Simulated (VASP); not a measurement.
# O2 in VASP: single point with HSE06

Aim: the single point of O2 with HSE06.

Program: VASP 6.6.1. These are calculated values, not measurements. Logs are shortened: lines on timing, memory, paths and dates and some standing lists are left out, and cuts for length are marked.

### Step 1. The cell of the first run

The cell holds a molecule in a box, 2 atoms: a = 10.000 Å, b = 10.500 Å, c = 11.000 Å, α = 90.00°, β = 90.00°, γ = 90.00°.

### Step 2. Single point, HSE06, collinear spin, ferromagnetic start

The input, POSCAR:

```
O
1.0
   10.0000000000      0.0000000000      0.0000000000
    0.0000000000     10.5000000000      0.0000000000
    0.0000000000      0.0000000000     11.0000000000
O
2
Direct
    0.5000000000      0.5000000000      0.4449587596
    0.5000000000      0.5000000000      0.5550412404
```

The input, INCAR.step1:

```
PREC     = Accurate       # precision mode
ENCUT    = 520            # plane-wave cutoff, eV
EDIFF    = 1E-5           # SCF threshold, eV
ISMEAR   = 0              # smearing method
SIGMA    = 0.01           # smearing width, eV
LREAL    = False          # projectors in reciprocal space
LASPH    = True           # aspherical terms in the spheres
NELM     = 150            # most SCF steps
ALGO     = Normal         # electronic algorithm
ISIF     = 2              # what is computed and relaxed
LWAVE    = True           # write WAVECAR
LCHARG   = False          # write CHGCAR
ISPIN    = 2              # spin polarisation
MAGMOM   = 0.61 0.61      # initial moments
LORBIT   = 11             # projections on sites
NBANDS   = 17             # bands
GGA      = PE             # functional
```

The input, INCAR.step2:

```
PREC     = Accurate       # precision mode
ENCUT    = 520            # plane-wave cutoff, eV
EDIFF    = 1E-6           # SCF threshold, eV
ISMEAR   = 0              # smearing method
SIGMA    = 0.01           # smearing width, eV
LREAL    = False          # projectors in reciprocal space
LASPH    = True           # aspherical terms in the spheres
NELM     = 150            # most SCF steps
ALGO     = Normal         # electronic algorithm
ISIF     = 2              # what is computed and relaxed
LWAVE    = False          # write WAVECAR
LCHARG   = False          # write CHGCAR
ISPIN    = 2              # spin polarisation
MAGMOM   = 0.61 0.61      # initial moments
LORBIT   = 11             # projections on sites
GGA      = PE             # functional
LHFCALC  = True           # exact exchange
HFSCREEN = 0.2079         # screening, 1/A
PRECFOCK = Normal       
NBANDS   = 17             # bands
ISTART   = 1
```

The input, KPOINTS:

```
regular mesh
0
Gamma
  1 1 1
```

Potentials or basis: VASP PAW PBE potentials, release 64 (O).

Command:

```sh
cat potpaw_PBE.64/O/POTCAR > POTCAR
cp INCAR.step1 INCAR
mpirun -np 1 vasp_gam > vasp.out
cp INCAR.step2 INCAR
mpirun -np 1 vasp_gam > vasp.out
```

OUTCAR:

```text
PREC = Accurate
   ENCUT = 520
   EDIFF = 1E-6
   ISMEAR = 0
   LREAL = False
   LASPH = True
   NELM = 150
   ISIF = 2
   ISPIN = 2
   LORBIT = 11
   GGA = PE
   LHFCALC = True
   HFSCREEN = 0.2079
   PRECFOCK = Normal
   ISTART = 1

 ion  position               nearest neighbor table
   1  0.500  0.500  0.445-   2 1.21
   2  0.500  0.500  0.555-   1 1.21

  LATTYP: Found a simple orthorhombic cell.
 ALAT       =    10.0000000000
 B/A-ratio  =     1.0500000000
 C/A-ratio  =     1.1000000000

  Lattice vectors:

 A1 = (  10.0000000000,   0.0000000000,   0.0000000000)
 A2 = (   0.0000000000,  10.5000000000,   0.0000000000)
 A3 = (   0.0000000000,   0.0000000000,  11.0000000000)

Analysis of symmetry for initial positions (statically):
=====================================================================
 Subroutine PRICEL returns:
 Original cell was already a primitive cell.

 Routine SETGRP: Setting up the symmetry group for a
 simple orthorhombic supercell.

 Subroutine GETGRP returns: Found  8 space group operations
 (whereof  8 operations were pure point group operations)
 out of a pool of  8 trial point group operations.

The static configuration has the point symmetry D_2h.

Analysis of symmetry for dynamics (positions and initial velocities):
=====================================================================
 Subroutine PRICEL returns:
 Original cell was already a primitive cell.

 Routine SETGRP: Setting up the symmetry group for a
 simple orthorhombic supercell.

 Subroutine GETGRP returns: Found  8 space group operations
 (whereof  8 operations were pure point group operations)
 out of a pool of  8 trial point group operations.

The dynamic configuration has the point symmetry D_2h.

Analysis of structural, dynamic, and magnetic symmetry:
=====================================================================
 Subroutine PRICEL returns:
 Original cell was already a primitive cell.

 Routine SETGRP: Setting up the symmetry group for a
 simple orthorhombic supercell.

 Subroutine GETGRP returns: Found  8 space group operations
 (whereof  8 operations were pure point group operations)
 out of a pool of  8 trial point group operations.

The overall configuration has the point symmetry D_2h.

 Subroutine INISYM returns: Found  8 space group operations
 (whereof  8 operations are pure point group operations),
 and found     1 'primitive' translations

----------------------------------------------------------------------------------------

                                     Primitive cell

  volume of cell :    1155.0000

  direct lattice vectors                    reciprocal lattice vectors
    10.000000000  0.000000000  0.000000000     0.100000000  0.000000000  0.000000000
     0.000000000 10.500000000  0.000000000     0.000000000  0.095238095  0.000000000
     0.000000000  0.000000000 11.000000000     0.000000000  0.000000000  0.090909091

  length of vectors
    10.000000000 10.500000000 11.000000000     0.100000000  0.095238095  0.090909091

  position of ions in fractional coordinates (direct lattice)
     0.500000000  0.500000000  0.444958760
     0.500000000  0.500000000  0.555041240

  ion indices of the primitive-cell ions
   primitive index   ion index
                 1           1
                 2           2

----------------------------------------------------------------------------------------

 KPOINTS: regular mesh

Automatic generation of k-mesh.
 Grid dimensions read from file:
 generate k-points for:    1    1    1

 Generating k-lattice:

  Cartesian coordinates                     Fractional coordinates (reciprocal lattice)
     0.100000000  0.000000000  0.000000000     1.000000000  0.000000000  0.000000000
     0.000000000  0.095238095  0.000000000     0.000000000  1.000000000  0.000000000
     0.000000000  0.000000000  0.090909091     0.000000000  0.000000000  1.000000000

  Length of vectors
     0.100000000  0.095238095  0.090909091

  Shift w.r.t. Gamma in fractional coordinates (k-lattice)
     0.000000000  0.000000000  0.000000000

 Subroutine IBZKPT returns following result:
 ===========================================

 Found      1 irreducible k-points:

 Following reciprocal coordinates:
            Coordinates               Weight
  0.000000  0.000000  0.000000      1.000000
   k-points           NKPTS =      1   k-points in BZ     NKDIM =      1   number of bands    NBANDS=     17
   number of dos      NEDOS =    301   number of ions     NIONS =      2
   total plane-waves  NPLWV = 537600
   dimension x,y,z NGX =    80 NGY =   80 NGZ =   84
   dimension x,y,z NGXF=   160 NGYF=  160 NGZF=  168
   ions per type =               2
   NGX,Y,Z   is equivalent  to a cutoff of  13.30, 12.67, 12.70 a.u.
   NGXF,Y,Z  is equivalent  to a cutoff of  26.60, 25.33, 25.39 a.u.
 SYSTEM =  unknown system
   PREC   = accura    normal or accurate (medium, high low for compatibility)
   ISTART =      1    job   : 0-new  1-cont  2-samecut
   ICHARG =      0    charge: 1-file 2-atom 10-const
   ISPIN  =      2    spin polarized calculation?
   LNONCOLLINEAR =      F non collinear calculations
   LSORBIT =      F    spin-orbit coupling
   LASPH  =      T    aspherical Exc in radial PAW
   ENCUT  =  520.0 eV  38.22 Ry    6.18 a.u.  18.59 19.52 20.45*2*pi/ulx,y,z
   NELM   =    150;   NELMIN=  2; NELMDL=  0     # of ELM steps
   EDIFF  = 0.1E-05   stopping-criterion for ELM
   LREAL  =      F    real-space projection
   EDIFFG = 0.1E-04   stopping-criterion for IOM
   NSW    =      0    number of steps for IOM
   IBRION =     -1    ionic relax: 0-MD 1-quasi-New 2-CG
   NFREE  =      0    steps in history (QN), initial steepest desc. (CG)
   ISIF   =      2    stress and relaxation
   ISYM   =      3    0-nonsym 1-usesym 2-fastsym
   POTIM  = 0.5000    time-step for ionic-motion
   TEBEG  =    0.0;   TEEND  =   0.0 temperature during run
   PSTRESS=    0.0 pullay stress
   NELECT =      12.0000    total number of electrons
   NUPDOWN=      -1.0000    fix difference up-down
   EMIN   =  10.00;   EMAX   =-10.00  energy-range for DOS
   EFERMI =   0.00;   METHOD = LEGACY
   ISMEAR =     0;   SIGMA  =   0.01  broadening in eV -4-tet -1-fermi 0-gaus
   EFERMI_NEDOS =   21; number of points for ismear=-14 and -15
   IALGO  =     38    algorithm
   IMIX   =      1    mixing-type and parameters
     AMIX     =   0.40;   BMIX     =  1.00
     AMIX_MAG =   1.60;   BMIX_MAG =  1.00
  volume/ion in A,a.u.               =     577.50      3897.16
  Fermi-wavevector in a.u.,A,eV,Ry     =   0.357225  0.675056  1.736231  0.127609
  Thomas-Fermi vector in A             =   1.274455
   LORBIT       =     11    0 simple, 1 ext, 2 COOP (PROOUT), +10 PAW based schemes
   GGA     = PE    functional components
   LHFCALC =     T    Hartree Fock is set to
   PRECFOCK=normal    Normal, Fast or Accurate (Low or Medium for compatibility)
   ENCUT4O =  -1.0   cutoff for four orbital integrals eV
   NKREDX  =     1    reduce k-point grid by
   NKREDY  =     1    reduce k-point grid by
   NKREDZ  =     1    reduce k-point grid by
   AEXX    =    0.2500 exact exchange contribution
   HFSCREEN=    0.2079 screening length (either q_TF or 0.3 A-1)
   HFSCREENC=   0.2079 screening length for correlation (either q_TF or 0.3 A-1)
   ENCUTFOCK=  -1.0 apply spherical cutoff to Coloumb kernel
   IVDW    =     0    specifies the selected vdW correction
   LEPSILON=     F    determine dielectric tensor
   LRPA    =     F    only Hartree local field effects (RPA)
 spin polarized calculation
 Gauss-broadening in eV      SIGMA  =   0.01
  energy-cutoff  :      520.00
  volume of cell :     1155.00
 maximum number of plane-waves:     15548
 NGX is ok and might be reduce to    80
  NGX = 56; NGY = 60; NGZ = 64

 number of electron      11.9999998 magnetization       1.9999998

 Free energy of the ion-electron system (eV)
  ---------------------------------------------------
  ext. energy  EPLUGINS =         0.00000000
  ---------------------------------------------------
  free energy    TOTEN  =       -13.96451949 eV

  energy without entropy =      -13.96451949  energy(sigma->0) =      -13.96451949

 E-fermi :  -8.4602     XC(G=0):  -0.5503

 val. band max:       -8.5589371439   @ k =   0.0000   0.0000   0.0000
 cond. band min:      -3.2704864985   @ k =   0.0000   0.0000   0.0000
 fundamental gap:      5.2884506454
 Fermi energy:        -8.4601987192

 spin component 1

 k-point     1 :       0.0000    0.0000    0.0000
  band No.  band energies     occupation
      1     -36.1666      1.00000
      2     -23.2463      1.00000
      3     -15.5439      1.00000
      4     -15.5438      1.00000
      5     -15.0112      1.00000
      6      -8.5590      1.00000
[... 9 lines left out ...]
     16       2.2531      0.00000
     17       2.2771      0.00000
 Fermi energy:        -8.4601987192

 spin component 2

 k-point     1 :       0.0000    0.0000    0.0000
  band No.  band energies     occupation
      1     -34.4965      1.00000
      2     -20.6117      1.00000
      3     -13.9160      1.00000
      4     -12.4854      1.00000
      5     -12.4852      1.00000
      6      -3.2705      0.00000
[... 9 lines left out ...]
     16       2.3569      0.00000
     17       2.4620      0.00000

------------------------ aborting loop because EDIFF is reached ----------------------------------------

  FORCE on cell =-STRESS in cart. coord.  units (eV):
  Direction    XX          YY          ZZ          XY          YZ          ZX
  --------------------------------------------------------------------------------------
  -------------------------------------------------------------------------------------
  Total       -0.0560271     -0.0554821     -0.1838967      0.0000000      0.0000000      0.0000000
  in kB       -0.0777189     -0.0769630     -0.2550954      0.0000000      0.0000000      0.0000000
  external PRESSURE =      -0.1365924 kB  Pullay stress =       0.0000000 kB

 VOLUME and BASIS-vectors are now :
 -----------------------------------------------------------------------------
  energy-cutoff  :      520.00
  volume of cell :     1155.00
      direct lattice vectors                 reciprocal lattice vectors
    10.000000000  0.000000000  0.000000000     0.100000000  0.000000000  0.000000000
     0.000000000 10.500000000  0.000000000     0.000000000  0.095238095  0.000000000
     0.000000000  0.000000000 11.000000000     0.000000000  0.000000000  0.090909091

 POSITION                                       TOTAL-FORCE (eV/Angst)
 -----------------------------------------------------------------------------------
      5.00000      5.25000      4.89455         0.000000     -0.000000      0.085051
      5.00000      5.25000      6.10545         0.000000      0.000000     -0.085051
 -----------------------------------------------------------------------------------
    total drift:                               -0.000020      0.000000      0.000000

  FREE ENERGIE OF THE ION-ELECTRON SYSTEM (eV)
  ---------------------------------------------------
  free  energy   TOTEN  =       -13.9645194913 eV

  energy  without entropy=      -13.9645194913  energy(sigma->0) =      -13.96451949

 total charge

# of ion       s       p       d       tot
------------------------------------------
    1        1.618   3.319   0.000   4.937
    2        1.618   3.319   0.000   4.937
--------------------------------------------------
tot          3.236   6.638   0.000   9.874

 magnetization (x)

# of ion       s       p       d       tot
------------------------------------------
    1        0.014   0.817   0.000   0.831
    2        0.014   0.817   0.000   0.831
--------------------------------------------------
tot          0.029   1.633   0.000   1.662
```

Run time: 3.9 min. Hardware: 1 thread of Intel Xeon Platinum 8375C at 2.90GHz (Ice Lake), shared host; peak memory 1.4 GiB.

What came out:

```yaml
Free_energy: -13.9645 eV
Largest_force: 0.085 eV/Å
Gap_between_the_frontier_levels: 5.29 eV
Net_moment: 2.00 μB per cell
Site_moments: O +0.83 μB
Valence_electrons_inside_the_program's_atomic_spheres: O 4.94
```

Forces on the atoms (eV/Å):
```
O    0.000  0.000  0.085
O    0.000  0.000 -0.085
```

Levels at points of the mesh, in eV from the valence-band top:
Spin up:
```csv
k point,band 5,band 6,band 7,band 8,band 9,band 10
"(0.00, 0.00, 0.00)",-6.45,0.00,0.00,8.25,9.34,9.51
```
Spin down:
| k point | band 1 | band 2 | band 3 | band 4 | band 5 | band 6 | band 7 | band 8 | band 9 | band 10 |
| --- | --- | --- | --- | --- | --- | --- | --- | --- | --- | --- |
| (0.00, 0.00, 0.00) | -25.94 | -12.05 | -5.36 | -3.93 | -3.93 | 5.29 | 5.29 | 8.32 | 9.45 | 9.57 |

Caveat: the standard files for N, O and F lose accuracy on very short bonds; the PAW data sets were made with another functional, which shifts forces and pressure a little.
